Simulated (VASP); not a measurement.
Here is a VASP 6.6.1 calculation.

INCAR

```
SYSTEM = CO
PREC = Accurate ; ENCUT = 520
EDIFF = 1E-7 ; ISMEAR = -1
SIGMA = 0.02 ; LREAL = .FALSE.
LASPH = .TRUE. ; NELM = 120
ALGO = Normal ; ISIF = 2
LWAVE = .FALSE. ; LCHARG = .FALSE.
GGA = PS ; IBRION = 2
NSW = 35 ; EDIFFG = -0.3
GGA_COMPAT = .FALSE. ; NELMIN = 4
```

File KPOINTS:

```
Automatic mesh
0
G
  1 1 1
  0 0 0
```

POSCAR

```
CO
1.0
    7.7417530000      0.0000000000      0.0000000000
    0.0000000000      7.7417530000      0.0000000000
    0.0000000000      0.0000000000      7.7417530000
O C
8 8
Direct
    0.7621186000      0.5525278000      0.7459460000
    0.2607888000      0.8327719000      0.3401470000
    0.6253271000      0.9094569000      0.6974042000
   -0.0135491000      0.9437345000      0.7668062000
    0.2391153000      0.4144263000      0.6871395000
    0.8562225000      0.4150949000      0.3336581000
    0.2678788000      0.0345203000      0.1154666000
    0.5237378000      0.5608111000      0.1669704000
    0.7393289000      0.6276571000      0.8721004000
    0.1210697000      0.8046588000      0.2981117000
    0.4914015000      0.8981182000      0.6340473000
    0.0379433000      0.9306149000      0.6280434000
    0.1452399000      0.3120292000      0.6344047000
    0.7943248000      0.5450367000      0.3705706000
    0.4116953000      0.0186444000      0.0816510000
    0.4439148000      0.4471519000      0.2197776000
```

Potentials or basis: VASP PAW PBE potentials, release 64 (O, C).

Launch:

```sh
$ cat potpaw_PBE.64/O/POTCAR potpaw_PBE.64/C/POTCAR > POTCAR
$ mpirun -np 1 vasp_gam > vasp.out
```

Problem. Predict the energy gained by relaxing.

Solution. 36.4 meV/atom.

Step by step:
```csv
step,energy change (eV),largest force (eV/Å),pressure (GPa)
1,0.0000,1.7872,0.05
2,4.2026,17.1742,14.21
3,-0.0496,1.0711,1.29
4,-0.1609,0.7845,1.17
5,-0.3545,1.3345,0.74
6,-0.2561,6.2583,-0.55
7,-0.3948,2.7034,0.38
8,-0.4297,1.6788,0.45
9,-0.4583,0.7026,0.60
10,-0.4583,0.6169,0.59
11,-0.4636,0.6705,0.65
12,-0.4759,0.8092,0.83
13,-0.4860,1.0211,1.18
14,-0.4889,1.0076,1.16
15,-0.4970,0.9667,1.10
16,-0.5112,0.8873,0.97
17,-0.5306,0.7606,0.69
18,-0.5217,2.8831,0.05
19,-0.5356,1.4772,0.48
20,-0.5491,1.2349,0.34
21,-0.5605,0.8086,0.06
22,-0.5704,0.4672,0.27
23,-0.5740,0.6982,0.50
24,-0.5782,0.4280,0.59
25,-0.5792,0.3683,0.66
26,-0.5823,0.2579,0.52
```

Caveat: the k points lie up to 0.81 Å⁻¹ apart; the PAW data sets were made with another functional, which shifts forces and pressure a little; the relaxation stopped at a loose force limit of 0.3 eV/Å, so its end isn't a converged minimum.
